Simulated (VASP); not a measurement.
# Cu (Fm-3m) in VASP: notebook, part 2 of 2

VASP 6.6.1. Earlier steps stand in the parts before.

## 3. Single point, PBE

INCAR

```
  PREC = Accurate
  ENCUT = 520
  EDIFF = 1E-6
  ISMEAR = 1
  SIGMA = 0.1
  LREAL = Auto
  LASPH = T
  NELM = 60
  ALGO = Normal
  ISIF = 2
  LWAVE = F
  LCHARG = F
  GGA = PE
  NBANDS = 390
  LUSENCCL = F
```

KPOINTS

```
regular mesh
0
Gamma
  3 3 3
```

POSCAR

```
Cu
1.0
    0.0000000000      7.2607001269      7.2607001269
    7.2607001269      0.0000000000      7.2607001269
    7.2607001269      7.2607001269      0.0000000000
Cu
64
Direct
    0.0000000000      0.0000000000      0.0000000000
    0.0000000000      0.0000000000      0.2500000000
    0.0000000000      0.0000000000      0.5000000000
    0.0000000000      0.0000000000      0.7500000000
    0.0000000000      0.2500000000      0.0000000000
    0.0000000000      0.2500000000      0.2500000000
    0.0000000000      0.2500000000      0.5000000000
    0.0000000000      0.2500000000      0.7500000000
    0.0000000000      0.5000000000      0.0000000000
    0.0000000000      0.5000000000      0.2500000000
    0.0000000000      0.5000000000      0.5000000000
    0.0000000000      0.5000000000      0.7500000000
    0.0000000000      0.7500000000      0.0000000000
    0.0000000000      0.7500000000      0.2500000000
    0.0000000000      0.7500000000      0.5000000000
    0.0000000000      0.7500000000      0.7500000000
    0.2500000000      0.0000000000      0.0000000000
    0.2500000000      0.0000000000      0.2500000000
    0.2500000000      0.0000000000      0.5000000000
    0.2500000000      0.0000000000      0.7500000000
    0.2500000000      0.2500000000      0.0000000000
    0.2500000000      0.2500000000      0.2500000000
    0.2500000000      0.2500000000      0.5000000000
    0.2500000000      0.2500000000      0.7500000000
    0.2500000000      0.5000000000      0.0000000000
    0.2500000000      0.5000000000      0.2500000000
    0.2500000000      0.5000000000      0.5000000000
    0.2500000000      0.5000000000      0.7500000000
    0.2500000000      0.7500000000      0.0000000000
    0.2500000000      0.7500000000      0.2500000000
    0.2500000000      0.7500000000      0.5000000000
    0.2500000000      0.7500000000      0.7500000000
    0.5000000000      0.0000000000      0.0000000000
    0.5000000000      0.0000000000      0.2500000000
    0.5000000000      0.0000000000      0.5000000000
    0.5000000000      0.0000000000      0.7500000000
    0.5000000000      0.2500000000      0.0000000000
    0.5000000000      0.2500000000      0.2500000000
    0.5000000000      0.2500000000      0.5000000000
    0.5000000000      0.2500000000      0.7500000000
    0.5000000000      0.5000000000      0.0000000000
    0.5000000000      0.5000000000      0.2500000000
    0.5000000000      0.5000000000      0.5000000000
    0.5000000000      0.5000000000      0.7500000000
    0.5000000000      0.7500000000      0.0000000000
    0.5000000000      0.7500000000      0.2500000000
    0.5000000000      0.7500000000      0.5000000000
    0.5000000000      0.7500000000      0.7500000000
    0.7500000000      0.0000000000      0.0000000000
    0.7500000000      0.0000000000      0.2500000000
    0.7500000000      0.0000000000      0.5000000000
    0.7500000000      0.0000000000      0.7500000000
    0.7500000000      0.2500000000      0.0000000000
    0.7500000000      0.2500000000      0.2500000000
    0.7500000000      0.2500000000      0.5000000000
    0.7500000000      0.2500000000      0.7500000000
    0.7500000000      0.5000000000      0.0000000000
    0.7500000000      0.5000000000      0.2500000000
    0.7500000000      0.5000000000      0.5000000000
    0.7500000000      0.5000000000      0.7500000000
    0.7500000000      0.7500000000      0.0000000000
    0.7500000000      0.7500000000      0.2500000000
    0.7500000000      0.7500000000      0.5000000000
    0.7500000000      0.7500000000      0.7500000000
```

Potentials or basis: VASP PAW PBE potentials, release 64 (Cu).

Run with:

```
$ cat potpaw_PBE.64/Cu/POTCAR > POTCAR
$ mpirun -np 1 vasp_std > vasp.out
```

OUTCAR:

```text
PREC = Accurate
   ENCUT = 520
   EDIFF = 1E-6
   ISMEAR = 1
   LREAL = Auto
   LASPH = T
   NELM = 60
   ISIF = 2
   GGA = PE

 ion  position               nearest neighbor table
   1  0.000  0.000  0.000-   2 2.57   4 2.57   5 2.57   8 2.57  13 2.57  14 2.57  17 2.57  20 2.57
                            29 2.57  49 2.57  50 2.57  53 2.57
   2  0.000  0.000  0.250-   1 2.57   3 2.57   5 2.57   6 2.57  14 2.57  15 2.57  17 2.57  18 2.57
                            30 2.57  50 2.57  51 2.57  54 2.57
   3  0.000  0.000  0.500-   2 2.57   4 2.57   6 2.57   7 2.57  15 2.57  16 2.57  18 2.57  19 2.57
                            31 2.57  51 2.57  52 2.57  55 2.57
   4  0.000  0.000  0.750-   1 2.57   3 2.57   7 2.57   8 2.57  13 2.57  16 2.57  19 2.57  20 2.57
                            32 2.57  49 2.57  52 2.57  56 2.57
   5  0.000  0.250  0.000-   1 2.57   2 2.57   6 2.57   8 2.57   9 2.57  12 2.57  17 2.57  21 2.57
                            24 2.57  53 2.57  54 2.57  57 2.57
   6  0.000  0.250  0.250-   2 2.57   3 2.57   5 2.57   7 2.57   9 2.57  10 2.57  18 2.57  21 2.57
                            22 2.57  54 2.57  55 2.57  58 2.57
   7  0.000  0.250  0.500-   3 2.57   4 2.57   6 2.57   8 2.57  10 2.57  11 2.57  19 2.57  22 2.57
                            23 2.57  55 2.57  56 2.57  59 2.57
   8  0.000  0.250  0.750-   1 2.57   4 2.57   5 2.57   7 2.57  11 2.57  12 2.57  20 2.57  23 2.57
                            24 2.57  53 2.57  56 2.57  60 2.57
   9  0.000  0.500  0.000-   5 2.57   6 2.57  10 2.57  12 2.57  13 2.57  16 2.57  21 2.57  25 2.57
[... 117 lines left out ...]
 A1 = (   0.0000000000,   7.2607001269,   7.2607001269)
 A2 = (   7.2607001269,   0.0000000000,   7.2607001269)
 A3 = (   7.2607001269,   7.2607001269,   0.0000000000)

Analysis of symmetry for initial positions (statically):
=====================================================================
 Subroutine PRICEL returns following result:

  LATTYP: Found a face centered cubic cell.
 ALAT       =     3.6303500634

  Lattice vectors:

 A1 = (   0.0000000000,   1.8151750317,   1.8151750317)
 A2 = (   1.8151750317,   0.0000000000,   1.8151750317)
 A3 = (   1.8151750317,   1.8151750317,   0.0000000000)

  64 primitive cells build up your supercell.

 Routine SETGRP: Setting up the symmetry group for a
 face centered cubic supercell.

 Subroutine GETGRP returns: Found 48 space group operations
 (whereof 48 operations were pure point group operations)
 out of a pool of 48 trial point group operations.

The static configuration has the point symmetry O_h .

Analysis of symmetry for dynamics (positions and initial velocities):
=====================================================================
 Subroutine PRICEL returns following result:

  LATTYP: Found a face centered cubic cell.
 ALAT       =     3.6303500634

  Lattice vectors:

 A1 = (   0.0000000000,   1.8151750317,   1.8151750317)
 A2 = (   1.8151750317,   0.0000000000,   1.8151750317)
 A3 = (   1.8151750317,   1.8151750317,   0.0000000000)

  64 primitive cells build up your supercell.

 Routine SETGRP: Setting up the symmetry group for a
 face centered cubic supercell.

 Subroutine GETGRP returns: Found 48 space group operations
 (whereof 48 operations were pure point group operations)
 out of a pool of 48 trial point group operations.

The dynamic configuration has the point symmetry O_h .

[... 54 lines left out ...]
  0.333333  0.000000  0.000000      8.000000
  0.333333  0.333333  0.000000      6.000000
 -0.333333  0.333333  0.000000     12.000000
   k-points           NKPTS =      4   k-points in BZ     NKDIM =      4   number of bands    NBANDS=    390
   number of dos      NEDOS =    301   number of ions     NIONS =     64
   total plane-waves  NPLWV = 512000
   dimension x,y,z NGX =    80 NGY =   80 NGZ =   80
   dimension x,y,z NGXF=   160 NGYF=  160 NGZF=  160
   ions per type =              64
   NGX,Y,Z   is equivalent  to a cutoff of  12.95, 12.95, 12.95 a.u.
   NGXF,Y,Z  is equivalent  to a cutoff of  25.90, 25.90, 25.90 a.u.
 SYSTEM =  unknown system
   PREC   = accura    normal or accurate (medium, high low for compatibility)
   ISTART =      0    job   : 0-new  1-cont  2-samecut
   ICHARG =      2    charge: 1-file 2-atom 10-const
   ISPIN  =      1    spin polarized calculation?
   LNONCOLLINEAR =      F non collinear calculations
   LSORBIT =      F    spin-orbit coupling
   LASPH  =      T    aspherical Exc in radial PAW
   ENCUT  =  520.0 eV  38.22 Ry    6.18 a.u.  19.09 19.09 19.09*2*pi/ulx,y,z
   NELM   =     60;   NELMIN=  2; NELMDL= -5     # of ELM steps
   EDIFF  = 0.1E-05   stopping-criterion for ELM
   LREAL  =      T    real-space projection
   EDIFFG = 0.1E-04   stopping-criterion for IOM
   NSW    =      0    number of steps for IOM
   IBRION =     -1    ionic relax: 0-MD 1-quasi-New 2-CG
   NFREE  =      0    steps in history (QN), initial steepest desc. (CG)
   ISIF   =      2    stress and relaxation
   ISYM   =      2    0-nonsym 1-usesym 2-fastsym
   POTIM  = 0.5000    time-step for ionic-motion
   TEBEG  =    0.0;   TEEND  =   0.0 temperature during run
   PSTRESS=    0.0 pullay stress
   NELECT =     704.0000    total number of electrons
   NUPDOWN=      -1.0000    fix difference up-down
   EMIN   =  10.00;   EMAX   =-10.00  energy-range for DOS
   EFERMI =   0.00;   METHOD = LEGACY
   ISMEAR =     1;   SIGMA  =   0.10  broadening in eV -4-tet -1-fermi 0-gaus
   EFERMI_NEDOS =   21; number of points for ismear=-14 and -15
   IALGO  =     38    algorithm
   IMIX   =      4    mixing-type and parameters
     AMIX     =   0.40;   BMIX     =  1.00
     AMIX_MAG =   1.60;   BMIX_MAG =  1.00
  volume/ion in A,a.u.               =      11.96        80.72
  Fermi-wavevector in a.u.,A,eV,Ry     =   1.592003  3.008449 34.483607  2.534474
  Thomas-Fermi vector in A             =   2.690456
   LORBIT       =      0    0 simple, 1 ext, 2 COOP (PROOUT), +10 PAW based schemes
   GGA     = PE    functional components
   LHFCALC =     F    Hartree Fock is set to
   AEXX    =    0.0000 exact exchange contribution
   IVDW    =     0    specifies the selected vdW correction
   LEPSILON=     F    determine dielectric tensor
   LRPA    =     F    only Hartree local field effects (RPA)
 non-spin polarized calculation
 Methfessel and Paxton  Order N= 1 SIGMA  =   0.10
  energy-cutoff  :      520.00
  volume of cell :      765.54
 maximum number of plane-waves:     20615
 NGX is ok and might be reduce to    80
   NGX = 39   NGY = 39   NGZ = 39

 number of electron     703.9999821 magnetization

 Free energy of the ion-electron system (eV)
  ---------------------------------------------------
  ext. energy  EPLUGINS =         0.00000000
  ---------------------------------------------------
  free energy    TOTEN  =      -238.37713485 eV

  energy without entropy =     -238.39867143  energy(sigma->0) =     -238.38431371

 E-fermi :   7.3345     XC(G=0): -12.6531

 val. band max:        7.3318094146   @ k =   0.3333   0.3333   0.0000
 cond. band min:       7.3386508365   @ k =  -0.3333   0.3333   0.0000
 fundamental gap:      0.0068414219
 Fermi energy:         7.3345089656

 k-point     1 :       0.0000    0.0000    0.0000
  band No.  band energies     occupation
      1      -1.8269      2.00000
      2       0.2778      2.00000
      3       0.2778      2.00000
      4       0.2778      2.00000
      5       0.2778      2.00000
      6       0.2778      2.00000
[... 1457 lines left out ...]
    363       8.7421     -0.00000
    364       8.7421     -0.00000
 [bands above 364 left out]

------------------------ aborting loop because EDIFF is reached ----------------------------------------

  FORCE on cell =-STRESS in cart. coord.  units (eV):
  Direction    XX          YY          ZZ          XY          YZ          ZX
  --------------------------------------------------------------------------------------
  -------------------------------------------------------------------------------------
  Total        1.4985416      1.4985416      1.4985416      0.0000000      0.0000000      0.0000000
  in kB        3.1362731      3.1362731      3.1362731      0.0000000      0.0000000      0.0000000
  external PRESSURE =       3.1362731 kB  Pullay stress =       0.0000000 kB

 VOLUME and BASIS-vectors are now :
 -----------------------------------------------------------------------------
  energy-cutoff  :      520.00
  volume of cell :      765.54
      direct lattice vectors                 reciprocal lattice vectors
     0.000000000  7.260700127  7.260700127    -0.068863882  0.068863882  0.068863882
     7.260700127  0.000000000  7.260700127     0.068863882 -0.068863882  0.068863882
     7.260700127  7.260700127  0.000000000     0.068863882  0.068863882 -0.068863882

 POSITION                                       TOTAL-FORCE (eV/Angst)
 -----------------------------------------------------------------------------------
      0.00000      0.00000      0.00000        -0.000000     -0.000000     -0.000000
      1.81518      1.81518      0.00000         0.000000      0.000000     -0.000000
      3.63035      3.63035      0.00000        -0.000000      0.000000      0.000000
      5.44553      5.44553      0.00000         0.000000      0.000000     -0.000000
      1.81518      0.00000      1.81518         0.000000     -0.000000     -0.000000
      3.63035      1.81518      1.81518        -0.000000     -0.000000      0.000000
[... 56 lines left out ...]
      9.07588      9.07588     10.89105        -0.000000      0.000000      0.000000
     10.89105     10.89105     10.89105        -0.000000      0.000000      0.000000
 -----------------------------------------------------------------------------------
    total drift:                               -0.000000     -0.000000     -0.000000

  FREE ENERGIE OF THE ION-ELECTRON SYSTEM (eV)
  ---------------------------------------------------
  free  energy   TOTEN  =      -238.3771348465 eV

  energy  without entropy=     -238.3986714269  energy(sigma->0) =     -238.38431371
```

It took 2.5 min on 1 × NVIDIA H100 80GB with 1 thread of AMD EPYC 7R13 (Zen 3), shared host; peak memory 2.2 GiB.

Results:

* Free energy: -238.3771 eV
* Pressure: 0.3 GPa
* Band gap on the k mesh: zero (bands 352 and 353 overlap by 1.01 eV)

The gap in the log of VASP goes by the Fermi energy; the results here count the filled bands.